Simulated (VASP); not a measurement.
Write the native input for VASP 6.6.1 that does the following.

```yaml
Task: single point
Functional: r2SCAN
Potentials_or_basis: VASP PAW PBE potentials, release 64 (Hf_pv, O)
Cutoff: 520 eV
k_mesh: 6 × 6 × 8
Occupations: gaussian, width 0.01 eV
Spin: no spin polarisation
Dipole_correction: no
Further_INCAR_settings: ALGO = Normal; EDIFF = 1e-06; NBANDS = 31
```

HfO2:

```
CELL_PARAMETERS angstrom
4.88667 0.00000 0.00000
0.00000 4.88667 0.00000
0.00000 0.00000 3.20080
ATOMIC_POSITIONS crystal
Hf 0.00000 0.00000 0.00000
Hf 0.50000 0.50000 0.50000
O 0.30489 0.30489 0.00000
O 0.19511 0.80489 0.50000
O 0.80489 0.19511 0.50000
O 0.69511 0.69511 0.00000
```

This cell differs from its parent crystal: epitaxial xy strain +1.0%.

These files were run (other wordings do the same):

POSCAR

```
HfO2
1.0
    4.8866650060      0.0000000000      0.0000000000
    0.0000000000      4.8866650060      0.0000000000
    0.0000000000      0.0000000000      3.2007995828
Hf O
2 4
Direct
    0.0000000000      0.0000000000      0.0000000000
    0.5000000000      0.5000000000      0.5000000000
    0.3048903323      0.3048903323      0.0000000000
    0.1951096677      0.8048903323      0.5000000000
    0.8048903323      0.1951096677      0.5000000000
    0.6951096677      0.6951096677      0.0000000000
```

INCAR.step1

```
ALGO = Normal ; EDIFF = 1E-4
ENCUT = 520 ; GGA = PE
ISMEAR = 0 ; LASPH = True
LCHARG = False ; LREAL = False
LWAVE = True ; NBANDS = 31
NELM = 80 ; PREC = Accurate
SIGMA = 0.01
```

INCAR.step2

```
ALGO = Normal ; EDIFF = 1E-6
ENCUT = 520 ; ISIF = 2
ISMEAR = 0 ; ISTART = 1
LASPH = True ; LCHARG = True
LELF = True ; LMIXTAU = True
LREAL = False ; LVHAR = True
LWAVE = False ; METAGGA = R2SCAN
NBANDS = 31 ; NELM = 80
PREC = Accurate ; SIGMA = 0.01
```

KPOINTS

```
k-points
0
Gamma
  6 6 8
```

Potentials or basis: VASP PAW PBE potentials, release 64 (Hf_pv, O).

The run is started by

```console
$ cat potpaw_PBE.64/Hf_pv/POTCAR potpaw_PBE.64/O/POTCAR > POTCAR
$ cp INCAR.step1 INCAR
$ mpirun -np 1 vasp_std > vasp.out
$ cp INCAR.step2 INCAR
$ mpirun -np 1 vasp_std > vasp.out
```

Results of the run:

| Item | Value |
| --- | --- |
| Pressure | -5.6 GPa |
| Largest force | 0.056 eV/Å |
| Band gap on the k mesh | 4.40 eV |

Caveat: the cell differs from its parent crystal (epitaxial xy strain +1.0%); the cell stands under tension; the PAW data sets were made with another functional, which shifts forces and pressure a little; spin-orbit coupling is left out, which moves the levels of the heavy elements.

It took 2.3 min on 1 thread of Intel(R) Xeon(R) 6975P-C (Granite Rapids), with other jobs on the host, peak memory 0.24 GiB.
